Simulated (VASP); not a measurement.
A run of VASP 6.6.1 is set up as follows.

The input INCAR:

```
PREC = Accurate
ENCUT = 520
EDIFF = 1E-6
ISMEAR = 1
SIGMA = 0.056
LREAL = False
LASPH = True
NELM = 150
ALGO = Normal
ISIF = 2
LWAVE = False
LCHARG = False
ISPIN = 2
MAGMOM = 4.21 0.41 0.41
LORBIT = 11
LMAXMIX = 4
GGA = PE
NBANDS = 28
```

Contents of KPOINTS:

```
Automatic mesh
0
Gamma
  6 6 2
```

Contents of POSCAR:

```
MnPt2
1.0
    2.8584044518      0.0000000000      0.0000000000
   -1.4292022259      2.4754508696      0.0000000000
    0.0000000000      0.0000000000      6.5325040000
Mn Pt
1 2
Direct
    0.0000000000      0.0000000000      0.0000000000
    0.3333333333      0.6666666667      0.6837940000
    0.6666666667      0.3333333333      0.3162060000
```

Potentials or basis: VASP PAW PBE potentials, release 64 (Mn_pv, Pt).

Launch:

```console
$ cat potpaw_PBE.64/Mn_pv/POTCAR potpaw_PBE.64/Pt/POTCAR > POTCAR
$ mpirun -np 1 vasp_std > vasp.out
```

Task: What does it give for the pressure?

Result: -0.3 GPa.

Task: What does it give for the net moment?

Result: 4.78 μB per cell.

Task: Estimate the largest force.

Result: 0.003 eV/Å.

Stress tensor (GPa, compression positive):
```
-1.32  0.00  0.00
 0.00 -1.32  0.00
 0.00  0.00  1.60
```

Caveat: the k points lie up to 0.48 Å⁻¹ apart.
